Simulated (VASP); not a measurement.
# AlGa2P3 (P6_3mc) in VASP: single point with PBE

Aim: the single point of AlGa2P3 with PBE.

Everything below comes from runs of VASP 6.6.1. Logs are shortened: lines on timing, memory, paths and dates and some standing lists are left out, and cuts for length are marked.

### 1 The cell of the first run

It takes space group P6_3mc (No. 186, hexagonal). The conventional cell has a = 3.883 Å, b = 3.883 Å, c = 19.178 Å, α = 90.00°, β = 90.00°, γ = 120.00°. Al (site symmetry 3m) has 4 P at 2.38 to 2.39 Å within 3.1 Å. Within 3.1 Å of Ga (site symmetry 3m) lie 4 P at 2.38 to 2.39 Å. Ga (site symmetry 3m) has 4 P at 2.38 to 2.39 Å within 3.1 Å. P (site symmetry 3m) has 3 Al at 2.38 Å and 1 Ga at 2.39 Å within 3.1 Å. P (site symmetry 3m) has 4 Ga at 2.38 to 2.39 Å within 3.1 Å. P (site symmetry 3m) has 3 Ga at 2.38 Å and 1 Al at 2.39 Å within 3.1 Å.

### 2 Single point, PBE

Contents of INCAR:

```
PREC     = Accurate       # precision mode
ENCUT    = 500            # plane-wave cutoff, eV
EDIFF    = 1E-6           # SCF threshold, eV
ISMEAR   = 0              # smearing method
SIGMA    = 0.02           # smearing width, eV
LREAL    = F              # projectors in reciprocal space
LASPH    = T              # aspherical terms in the spheres
NELM     = 120            # most SCF steps
ALGO     = Normal         # electronic algorithm
ISIF     = 2              # what is computed and relaxed
LWAVE    = F              # write WAVECAR
LCHARG   = F              # write CHGCAR
GGA      = PE             # functional
NBANDS   = 56             # bands
GGA_COMPAT= F
```

Contents of KPOINTS:

```
regular mesh
0
Gamma
  12 12 2
```

Contents of POSCAR:

```
AlGa2P3
1.0
    3.8831226795      0.0000000000      0.0000000000
   -1.9415613398      3.3628828865      0.0000000000
    0.0000000000      0.0000000000     19.1776970307
Al Ga P
2 4 6
Direct
    0.6666666667      0.3333333333      0.8329962980
    0.3333333333      0.6666666667      0.3329962980
    0.6666666667      0.3333333333      0.1667807533
    0.6666666667      0.3333333333      0.5000744371
    0.3333333333      0.6666666667      0.0000744371
    0.3333333333      0.6666666667      0.6667807533
    0.6666666667      0.3333333333      0.2916068122
    0.6666666667      0.3333333333      0.6247877114
    0.6666666667      0.3333333333      0.9577539980
    0.3333333333      0.6666666667      0.1247877114
    0.3333333333      0.6666666667      0.4577539980
    0.3333333333      0.6666666667      0.7916068122
```

Potentials or basis: VASP PAW PBE potentials, release 64 (Al, Ga_d, P).

The run is started by

```console
$ cat potpaw_PBE.64/Al/POTCAR potpaw_PBE.64/Ga_d/POTCAR potpaw_PBE.64/P/POTCAR > POTCAR
$ mpirun -np 1 vasp_std > vasp.out
```

OUTCAR:

```text
PREC = Accurate
   ENCUT = 500
   EDIFF = 1E-6
   ISMEAR = 0
   LREAL = F
   LASPH = T
   NELM = 120
   ISIF = 2
   GGA = PE

 ion  position               nearest neighbor table
   1  0.667  0.333  0.833-  12 2.38  12 2.38  12 2.38   9 2.39
   2  0.333  0.667  0.333-   7 2.38   7 2.38   7 2.38  11 2.39
   3  0.667  0.333  0.167-  10 2.38  10 2.38  10 2.38   7 2.39
   4  0.667  0.333  0.500-  11 2.38  11 2.38  11 2.38   8 2.39
   5  0.333  0.667  0.000-   9 2.38   9 2.38   9 2.38  10 2.39
   6  0.333  0.667  0.667-   8 2.38   8 2.38   8 2.38  12 2.39
   7  0.667  0.333  0.292-   2 2.38   2 2.38   2 2.38   3 2.39
   8  0.667  0.333  0.625-   6 2.38   6 2.38   6 2.38   4 2.39
   9  0.667  0.333  0.958-   5 2.38   5 2.38   5 2.38   1 2.39
  10  0.333  0.667  0.125-   3 2.38   3 2.38   3 2.38   5 2.39
  11  0.333  0.667  0.458-   4 2.38   4 2.38   4 2.38   2 2.39
  12  0.333  0.667  0.792-   1 2.38   1 2.38   1 2.38   6 2.39

  LATTYP: Found a hexagonal cell.
 ALAT       =     3.8831226795
 C/A-ratio  =     4.9387306592

  Lattice vectors:

 A1 = (   3.8831226795,   0.0000000000,   0.0000000000)
 A2 = (  -1.9415613398,   3.3628828865,   0.0000000000)
 A3 = (   0.0000000000,   0.0000000000,  19.1776970307)

Analysis of symmetry for initial positions (statically):
=====================================================================
 Subroutine PRICEL returns:
 Original cell was already a primitive cell.

 Routine SETGRP: Setting up the symmetry group for a
 hexagonal supercell.

 Subroutine GETGRP returns: Found 12 space group operations
 (whereof  6 operations were pure point group operations)
 out of a pool of 24 trial point group operations.

The static configuration has the point symmetry C_3v.
 The point group associated with its full space group is C_6v.

Analysis of symmetry for dynamics (positions and initial velocities):
=====================================================================
 Subroutine PRICEL returns:
 Original cell was already a primitive cell.

 Routine SETGRP: Setting up the symmetry group for a
 hexagonal supercell.

 Subroutine GETGRP returns: Found 12 space group operations
 (whereof  6 operations were pure point group operations)
 out of a pool of 24 trial point group operations.

The dynamic configuration has the point symmetry C_3v.
 The point group associated with its full space group is C_6v.

[... 127 lines left out ...]
   TEBEG  =    0.0;   TEEND  =   0.0 temperature during run
   PSTRESS=    0.0 pullay stress
   NELECT =      88.0000    total number of electrons
   NUPDOWN=      -1.0000    fix difference up-down
   EMIN   =  10.00;   EMAX   =-10.00  energy-range for DOS
   EFERMI =   0.00;   METHOD = LEGACY
   ISMEAR =     0;   SIGMA  =   0.02  broadening in eV -4-tet -1-fermi 0-gaus
   EFERMI_NEDOS =   21; number of points for ismear=-14 and -15
   IALGO  =     38    algorithm
   IMIX   =      4    mixing-type and parameters
     AMIX     =   0.40;   BMIX     =  1.00
     AMIX_MAG =   1.60;   BMIX_MAG =  1.00
  volume/ion in A,a.u.               =      20.87       140.83
  Fermi-wavevector in a.u.,A,eV,Ry     =   1.155241  2.183089 18.158089  1.334582
  Thomas-Fermi vector in A             =   2.291871
   LORBIT       =      0    0 simple, 1 ext, 2 COOP (PROOUT), +10 PAW based schemes
   GGA     = PE    functional components
   LHFCALC =     F    Hartree Fock is set to
   AEXX    =    0.0000 exact exchange contribution
   IVDW    =     0    specifies the selected vdW correction
   LEPSILON=     F    determine dielectric tensor
   LRPA    =     F    only Hartree local field effects (RPA)
 non-spin polarized calculation
 Gauss-broadening in eV      SIGMA  =   0.02
  energy-cutoff  :      500.00
  volume of cell :      250.43
 maximum number of plane-waves:      6394
   NGX = 15   NGY = 15   NGZ = 69

 number of electron      87.9999983 magnetization

 Free energy of the ion-electron system (eV)
  ---------------------------------------------------
  ext. energy  EPLUGINS =         0.00000000
  ---------------------------------------------------
  free energy    TOTEN  =       -57.15752891 eV

  energy without entropy =      -57.15752891  energy(sigma->0) =      -57.15752891

 E-fermi :   4.5987     XC(G=0):  -9.4946

 val. band max:        4.4600900457   @ k =   0.0000   0.0000   0.0000
 cond. band min:       5.8796566530   @ k =   0.5000   0.0000   0.0000
 fundamental gap:      1.4195666073
 Fermi energy:         4.5987066189

 k-point     1 :       0.0000    0.0000    0.0000
  band No.  band energies     occupation
      1     -10.0745      2.00000
      2     -10.0744      2.00000
      3     -10.0362      2.00000
      4     -10.0362      2.00000
      5     -10.0149      2.00000
      6     -10.0149      2.00000
[... 1405 lines left out ...]
     55       9.4535      0.00000
     56       9.4537      0.00000

 [... further k-points ...]

------------------------ aborting loop because EDIFF is reached ----------------------------------------

  FORCE on cell =-STRESS in cart. coord.  units (eV):
  Direction    XX          YY          ZZ          XY          YZ          ZX
  --------------------------------------------------------------------------------------
  -------------------------------------------------------------------------------------
  Total       -0.0083831     -0.0083831      0.0008034      0.0000000      0.0000000      0.0000000
  in kB       -0.0536324     -0.0536324      0.0051401      0.0000000      0.0000000      0.0000000
  external PRESSURE =      -0.0340416 kB  Pullay stress =       0.0000000 kB

 VOLUME and BASIS-vectors are now :
 -----------------------------------------------------------------------------
  energy-cutoff  :      500.00
  volume of cell :      250.43
      direct lattice vectors                 reciprocal lattice vectors
     3.883122680  0.000000000  0.000000000     0.257524699  0.148681954  0.000000000
    -1.941561340  3.362882887  0.000000000     0.000000000  0.297363909  0.000000000
     0.000000000  0.000000000 19.177697031     0.000000000  0.000000000  0.052143904

 POSITION                                       TOTAL-FORCE (eV/Angst)
 -----------------------------------------------------------------------------------
      1.94156      1.12096     15.97495        -0.000000     -0.000000     -0.000472
     -0.00000      2.24192      6.38610        -0.000000     -0.000000     -0.000472
      1.94156      1.12096      3.19847        -0.000000     -0.000000     -0.004652
      1.94156      1.12096      9.59028         0.000000      0.000000     -0.007567
     -0.00000      2.24192      0.00143         0.000000     -0.000000     -0.007567
     -0.00000      2.24192     12.78732         0.000000      0.000000     -0.004652
      1.94156      1.12096      5.59235        -0.000000     -0.000000      0.010548
      1.94156      1.12096     11.98199        -0.000000     -0.000000      0.007040
      1.94156      1.12096     18.36752        -0.000000      0.000000     -0.004896
     -0.00000      2.24192      2.39314        -0.000000     -0.000000      0.007040
     -0.00000      2.24192      8.77867         0.000000     -0.000000     -0.004896
     -0.00000      2.24192     15.18120        -0.000000     -0.000000      0.010548
 -----------------------------------------------------------------------------------
    total drift:                               -0.000000     -0.000000      0.001885

  FREE ENERGIE OF THE ION-ELECTRON SYSTEM (eV)
  ---------------------------------------------------
  free  energy   TOTEN  =       -57.1575289112 eV

  energy  without entropy=      -57.1575289112  energy(sigma->0) =      -57.15752891
```

stdout:

```text
POSCAR found type information on POSCAR AlGaP
 POSCAR found :  3 types and      12 ions
 scaLAPACK will be used
 LDA part: xc-table for (Slater+PW92), standard interpolation
 POSCAR, INCAR and KPOINTS ok, starting setup
 FFT: planning ... GRIDC
 FFT: planning ... GRID_SOFT
 FFT: planning ... GRID
 WAVECAR not read
 entering main loop
```

Wall time 7 min (1 thread of Intel Xeon Platinum 8375C at 2.90GHz (Ice Lake), shared host); peak memory 0.55 GiB.

Results:

- Free energy: -57.1575 eV
- Pressure: 0.0 GPa
- Largest force: 0.011 eV/Å
- Band gap on the k mesh: 1.42 eV, indirect (least direct gap 1.54 eV)

Forces in eV/Å, atoms in the order of the input:
```
Al   0.000  0.000  0.000
Al   0.000  0.000  0.000
Ga   0.000  0.000 -0.005
Ga   0.000  0.000 -0.008
Ga   0.000  0.000 -0.008
Ga   0.000  0.000 -0.005
P    0.000  0.000  0.011
P    0.000  0.000  0.007
P    0.000  0.000 -0.005
P    0.000  0.000  0.007
P    0.000  0.000 -0.005
P    0.000  0.000  0.011
```

Levels at points of the mesh, in eV from the valence-band top:
| k point | band 40 | band 41 | band 42 | band 43 | band 44 | band 45 | band 46 | band 47 | band 48 | band 49 |
| --- | --- | --- | --- | --- | --- | --- | --- | --- | --- | --- |
| (0.00, 0.00, 0.00) | -0.23 | -0.23 | -0.18 | 0.00 | 0.00 | 1.54 | 1.70 | 1.77 | 2.58 | 2.60 |
| (0.50, 0.00, 0.00) | -1.69 | -1.60 | -1.56 | -1.49 | -1.07 | 1.42 | 1.61 | 1.91 | 1.97 | 2.06 |
| (0.00, 0.00, 0.50) | -0.64 | -0.09 | -0.09 | -0.09 | -0.09 | 1.61 | 1.61 | 2.22 | 2.22 | 2.99 |
| (0.50, 0.00, 0.50) | -1.95 | -1.90 | -1.90 | -1.20 | -1.20 | 1.67 | 1.67 | 1.84 | 1.84 | 2.47 |
